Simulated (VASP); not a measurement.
# CsH (Fm-3m) in VASP: single point with HSE06

Aim: the single point of CsH with HSE06.

Program: VASP 6.6.1. These are calculated values, not measurements. Logs are shortened: lines on timing, memory, paths and dates and some standing lists are left out, and cuts for length are marked.

### 1 The cell of the first run

It takes space group Fm-3m (No. 225, cubic). Conventional cell: a = 6.376 Å, b = 6.376 Å, c = 6.376 Å, α = 90.00°, β = 90.00°, γ = 90.00°. Within 4.2 Å of Cs (site symmetry m-3m) lie 6 H at 3.19 Å. Within 4.2 Å of H (site symmetry m-3m) lie 6 Cs at 3.19 Å.

### 2 Single point, HSE06

Contents of POSCAR:

```
CsH
1.0
    0.0000000000      3.1880000000      3.1880000000
    3.1880000000      0.0000000000      3.1880000000
    3.1880000000      3.1880000000      0.0000000000
Cs H
1 1
Direct
    0.0000000000      0.0000000000      0.0000000000
    0.5000000000      0.5000000000      0.5000000000
```

Contents of INCAR.step1:

```
SYSTEM = CsH
PREC = Accurate
ENCUT = 520
EDIFF = 1E-5
ISMEAR = -1
SIGMA = 0.02
LREAL = .False.
LASPH = .True.
NELM = 60
ALGO = Normal
ISIF = 2
LWAVE = .True.
LCHARG = .False.
NBANDS = 12
GGA = PE
```

Contents of INCAR.step2:

```
SYSTEM = CsH
PREC = Accurate
ENCUT = 520
EDIFF = 1E-6
ISMEAR = -1
SIGMA = 0.02
LREAL = .False.
LASPH = .True.
NELM = 60
ALGO = Normal
ISIF = 2
LWAVE = .False.
LCHARG = .False.
GGA = PE
LHFCALC = .True.
HFSCREEN = 0.2079
PRECFOCK = Normal
NBANDS = 12
ISTART = 1
```

Contents of KPOINTS:

```
regular mesh
0
Gamma
  6 6 6
  0 0 0
```

Potentials or basis: VASP PAW PBE potentials, release 64 (Cs_sv, H).

Command:

```bash
cat potpaw_PBE.64/Cs_sv/POTCAR potpaw_PBE.64/H/POTCAR > POTCAR
cp INCAR.step1 INCAR
mpirun -np 1 vasp_std > vasp.out
cp INCAR.step2 INCAR
mpirun -np 1 vasp_std > vasp.out
```

OUTCAR:

```text
SYSTEM = CsH
   PREC = Accurate
   ENCUT = 520
   EDIFF = 1E-6
   ISMEAR = -1
   LREAL = .False.
   LASPH = .True.
   NELM = 60
   ISIF = 2
   GGA = PE
   LHFCALC = .True.
   HFSCREEN = 0.2079
   PRECFOCK = Normal
   ISTART = 1

 ion  position               nearest neighbor table
   1  0.000  0.000  0.000-
   2  0.500  0.500  0.500-

  LATTYP: Found a face centered cubic cell.
 ALAT       =     6.3760000000

  Lattice vectors:

 A1 = (   0.0000000000,   3.1880000000,   3.1880000000)
 A2 = (   3.1880000000,   0.0000000000,   3.1880000000)
 A3 = (   3.1880000000,   3.1880000000,   0.0000000000)

Analysis of symmetry for initial positions (statically):
=====================================================================
 Subroutine PRICEL returns:
 Original cell was already a primitive cell.

 Routine SETGRP: Setting up the symmetry group for a
 face centered cubic supercell.

 Subroutine GETGRP returns: Found 48 space group operations
 (whereof 48 operations were pure point group operations)
 out of a pool of 48 trial point group operations.

The static configuration has the point symmetry O_h .

Analysis of symmetry for dynamics (positions and initial velocities):
=====================================================================
 Subroutine PRICEL returns:
 Original cell was already a primitive cell.

 Routine SETGRP: Setting up the symmetry group for a
 face centered cubic supercell.

 Subroutine GETGRP returns: Found 48 space group operations
 (whereof 48 operations were pure point group operations)
 out of a pool of 48 trial point group operations.

The dynamic configuration has the point symmetry O_h .

 Subroutine INISYM returns: Found 48 space group operations
 (whereof 48 operations are pure point group operations),
 and found     1 'primitive' translations

----------------------------------------------------------------------------------------

                                     Primitive cell

  volume of cell :      64.8015

  direct lattice vectors                    reciprocal lattice vectors
     0.000000000  3.188000000  3.188000000    -0.156838143  0.156838143  0.156838143
     3.188000000  0.000000000  3.188000000     0.156838143 -0.156838143  0.156838143
     3.188000000  3.188000000  0.000000000     0.156838143  0.156838143 -0.156838143

  length of vectors
     4.508512837  4.508512837  4.508512837     0.271651632  0.271651632  0.271651632

  position of ions in fractional coordinates (direct lattice)
     0.000000000  0.000000000  0.000000000
     0.500000000  0.500000000  0.500000000

  ion indices of the primitive-cell ions
   primitive index   ion index
                 1           1
                 2           2

----------------------------------------------------------------------------------------

 KPOINTS: regular mesh

Automatic generation of k-mesh.
 Grid dimensions read from file:
 generate k-points for:    6    6    6

 Generating k-lattice:

  Cartesian coordinates                     Fractional coordinates (reciprocal lattice)
    -0.026139691  0.026139691  0.026139691     0.166666667  0.000000000  0.000000000
     0.026139691 -0.026139691  0.026139691     0.000000000  0.166666667  0.000000000
     0.026139691  0.026139691 -0.026139691     0.000000000  0.000000000  0.166666667

  Length of vectors
     0.045275272  0.045275272  0.045275272

  Shift w.r.t. Gamma in fractional coordinates (k-lattice)
     0.000000000  0.000000000  0.000000000

 Subroutine IBZKPT returns following result:
 ===========================================

 Found     16 irreducible k-points:

 Following reciprocal coordinates:
            Coordinates               Weight
  0.000000  0.000000  0.000000      1.000000
  0.166667  0.000000  0.000000      8.000000
  0.333333  0.000000  0.000000      8.000000
  0.500000  0.000000  0.000000      4.000000
  0.166667  0.166667  0.000000      6.000000
  0.333333  0.166667  0.000000     24.000000
[... 8 lines left out ...]
 -0.333333  0.333333  0.166667     24.000000
 -0.333333  0.500000  0.166667     12.000000
   k-points           NKPTS =     16   k-points in BZ     NKDIM =    216   number of bands    NBANDS=     12
   number of dos      NEDOS =    301   number of ions     NIONS =      2
   total plane-waves  NPLWV =  46656
   dimension x,y,z NGX =    36 NGY =   36 NGZ =   36
   dimension x,y,z NGXF=    72 NGYF=   72 NGZF=   72
   ions per type =               1   1
   NGX,Y,Z   is equivalent  to a cutoff of  13.27, 13.27, 13.27 a.u.
   NGXF,Y,Z  is equivalent  to a cutoff of  26.55, 26.55, 26.55 a.u.
 SYSTEM =  CsH
   PREC   = accura    normal or accurate (medium, high low for compatibility)
   ISTART =      1    job   : 0-new  1-cont  2-samecut
   ICHARG =      0    charge: 1-file 2-atom 10-const
   ISPIN  =      1    spin polarized calculation?
   LNONCOLLINEAR =      F non collinear calculations
   LSORBIT =      F    spin-orbit coupling
   LASPH  =      T    aspherical Exc in radial PAW
   ENCUT  =  520.0 eV  38.22 Ry    6.18 a.u.   8.38  8.38  8.38*2*pi/ulx,y,z
   NELM   =     60;   NELMIN=  2; NELMDL=  0     # of ELM steps
   EDIFF  = 0.1E-05   stopping-criterion for ELM
   LREAL  =      F    real-space projection
   EDIFFG = 0.1E-04   stopping-criterion for IOM
   NSW    =      0    number of steps for IOM
   IBRION =     -1    ionic relax: 0-MD 1-quasi-New 2-CG
   NFREE  =      0    steps in history (QN), initial steepest desc. (CG)
   ISIF   =      2    stress and relaxation
   ISYM   =      3    0-nonsym 1-usesym 2-fastsym
   POTIM  = 0.5000    time-step for ionic-motion
   TEBEG  =    0.0;   TEEND  =   0.0 temperature during run
   PSTRESS=    0.0 pullay stress
   NELECT =      10.0000    total number of electrons
   NUPDOWN=      -1.0000    fix difference up-down
   EMIN   =  10.00;   EMAX   =-10.00  energy-range for DOS
   EFERMI =   0.00;   METHOD = LEGACY
   ISMEAR =    -1;   SIGMA  =   0.02  broadening in eV -4-tet -1-fermi 0-gaus
   EFERMI_NEDOS =   21; number of points for ismear=-14 and -15
   IALGO  =     38    algorithm
   IMIX   =      1    mixing-type and parameters
     AMIX     =   0.40;   BMIX     =  1.00
     AMIX_MAG =   1.60;   BMIX_MAG =  1.00
  volume/ion in A,a.u.               =      32.40       218.65
  Fermi-wavevector in a.u.,A,eV,Ry     =   0.878105  1.659378 10.491026  0.771069
  Thomas-Fermi vector in A             =   1.998146
   LORBIT       =      0    0 simple, 1 ext, 2 COOP (PROOUT), +10 PAW based schemes
   GGA     = PE    functional components
   LHFCALC =     T    Hartree Fock is set to
   PRECFOCK=normal    Normal, Fast or Accurate (Low or Medium for compatibility)
   ENCUT4O =  -1.0   cutoff for four orbital integrals eV
   NKREDX  =     1    reduce k-point grid by
   NKREDY  =     1    reduce k-point grid by
   NKREDZ  =     1    reduce k-point grid by
   AEXX    =    0.2500 exact exchange contribution
   HFSCREEN=    0.2079 screening length (either q_TF or 0.3 A-1)
   HFSCREENC=   0.2079 screening length for correlation (either q_TF or 0.3 A-1)
   ENCUTFOCK=  -1.0 apply spherical cutoff to Coloumb kernel
   IVDW    =     0    specifies the selected vdW correction
   LEPSILON=     F    determine dielectric tensor
   LRPA    =     F    only Hartree local field effects (RPA)
 non-spin polarized calculation
  energy-cutoff  :      520.00
  volume of cell :       64.80
 maximum number of plane-waves:      1807
 NGX is ok and might be reduce to    36
  NGX = 28; NGY = 28; NGZ = 28

 number of electron       9.9999999 magnetization

 Free energy of the ion-electron system (eV)
  ---------------------------------------------------
  ext. energy  EPLUGINS =         0.00000000
  ---------------------------------------------------
  free energy    TOTEN  =        -5.20291275 eV

  energy without entropy =       -5.20291275  energy(sigma->0) =       -5.20291275

 E-fermi :  -0.0613     XC(G=0):  -6.0785

 val. band max:       -0.5595972479   @ k =   0.5000   0.0000   0.0000
 cond. band min:       2.6864120627   @ k =   0.5000   0.0000   0.0000
 fundamental gap:      3.2460093106
 Fermi energy:        -0.0612869599

 k-point     1 :       0.0000    0.0000    0.0000
  band No.  band energies     occupation
      1     -23.4583      2.00000
      2      -8.8916      2.00000
      3      -8.8916      2.00000
      4      -8.8916      2.00000
      5      -2.3357      2.00000
      6       5.7945      0.00000
      7       5.7945      0.00000
      8       5.7945      0.00000
      9       6.4282      0.00000
     10       7.6548      0.00000
     11       7.6548      0.00000
     12       9.4549      0.00000

 k-point     2 :       0.1667    0.0000    0.0000
  band No.  band energies     occupation
      1     -23.4371      2.00000
      2      -9.1424      2.00000
      3      -8.9162      2.00000
      4      -8.9162      2.00000
      5      -1.9095      2.00000
      6       4.8682      0.00000
      7       5.9423      0.00000
      8       5.9423      0.00000
      9       6.2821      0.00000
     10       7.2109      0.00000
     11       7.2109      0.00000
     12      10.5823      0.00000

 k-point     3 :       0.3333    0.0000    0.0000
  band No.  band energies     occupation
      1     -23.3941      2.00000
      2      -9.5849      2.00000
      3      -8.9644      2.00000
      4      -8.9644      2.00000
      5      -1.0460      2.00000
      6       3.3764      0.00000
      7       5.5621      0.00000
      8       5.5621      0.00000
      9       6.9283      0.00000
     10       7.9740      0.00000
     11       7.9740      0.00000
     12      12.3107      0.00000
[... 166 lines left out ...]
 k-point    15 :      -0.3333    0.3333    0.1667
  band No.  band energies     occupation
      1     -23.3517      2.00000
      2      -9.5510      2.00000
      3      -9.3056      2.00000
      4      -9.1181      2.00000
      5      -1.1523      2.00000
      6       3.9769      0.00000
      7       4.8481      0.00000
      8       6.1297      0.00000
      9       8.2189      0.00000
     10       8.4371      0.00000
     11       9.8773      0.00000
     12      10.0989      0.00000

 k-point    16 :      -0.3333    0.5000    0.1667
  band No.  band energies     occupation
      1     -23.3450      2.00000
      2      -9.5152      2.00000
      3      -9.2904      2.00000
      4      -9.2150      2.00000
      5      -1.4494      2.00000
      6       4.1323      0.00000
      7       5.3161      0.00000
      8       6.2089      0.00000
      9       9.0430      0.00000
     10       9.3102      0.00000
     11       9.6644      0.00000
     12       9.8210      0.00000

------------------------ aborting loop because EDIFF is reached ----------------------------------------

  FORCE on cell =-STRESS in cart. coord.  units (eV):
  Direction    XX          YY          ZZ          XY          YZ          ZX
  --------------------------------------------------------------------------------------
  -------------------------------------------------------------------------------------
  Total        0.0522423      0.0522423      0.0522423      0.0000000      0.0000000     -0.0000000
  in kB        1.2916604      1.2916604      1.2916604      0.0000000      0.0000000     -0.0000000
  external PRESSURE =       1.2916604 kB  Pullay stress =       0.0000000 kB

 VOLUME and BASIS-vectors are now :
 -----------------------------------------------------------------------------
  energy-cutoff  :      520.00
  volume of cell :       64.80
      direct lattice vectors                 reciprocal lattice vectors
     0.000000000  3.188000000  3.188000000    -0.156838143  0.156838143  0.156838143
     3.188000000  0.000000000  3.188000000     0.156838143 -0.156838143  0.156838143
     3.188000000  3.188000000  0.000000000     0.156838143  0.156838143 -0.156838143

 POSITION                                       TOTAL-FORCE (eV/Angst)
 -----------------------------------------------------------------------------------
      0.00000      0.00000      0.00000        -0.000000      0.000000      0.000000
      3.18800      3.18800      3.18800         0.000000     -0.000000     -0.000000
 -----------------------------------------------------------------------------------
    total drift:                                0.000328      0.000140      0.000209

  FREE ENERGIE OF THE ION-ELECTRON SYSTEM (eV)
  ---------------------------------------------------
  free  energy   TOTEN  =        -5.2029127500 eV

  energy  without entropy=       -5.2029127500  energy(sigma->0) =       -5.20291275
```

Wall time 34 min (1 thread of Oxide Virtual Turin-like, shared host); peak memory 0.3 GiB.

Results:

* Free energy: -5.2029 eV
* Pressure: 0.1 GPa
* Band gap on the k mesh: 3.25 eV

Caveat: the PAW data sets were made with another functional, which shifts forces and pressure a little; spin-orbit coupling is left out, which moves the levels of the heavy elements. A k mesh can miss the band edges.
